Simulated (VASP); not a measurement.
CoO:

```
Co O
1.0
     1.47474    0.85144    2.39012
    -1.47474    0.85144    2.39012
     0.00000   -1.70288    2.39012
Co O
1 1
Direct
  0.00000 0.00000 0.00000
  0.50000 0.50000 0.50000
```

Base run:

* Program: VASP 6.6.1
* Functional: PBE
* Potentials or basis: VASP PAW PBE potentials, release 64 (Co, O)
* Cutoff: 520 eV
* k mesh: 11 × 11 × 11
* Occupations: fermi-dirac, width 0.05 eV
* Spin: collinear spin, ferromagnetic start
* Starting moments: [2.0, 0.0] μB

Its results: pressure 10.3 GPa; net moment 2.63 μB per cell; site moments Co +2.36; O +0.24 μB.

Question: The run is repeated on the same cell with these changes: functional from PBE to PBEsol. What comes out?

Answer: Pressure 0.8 GPa; net moment 2.74 μB per cell; site moments Co +2.42; O +0.27 μB.

PBEsol binds more tightly than PBE, so the same cell stands under less pressure.

Caveats: a cell with one magnetic atom can't hold antiferromagnetic order, which such compounds often take; the PAW data sets were made with another functional, which shifts forces and pressure a little (some runs).
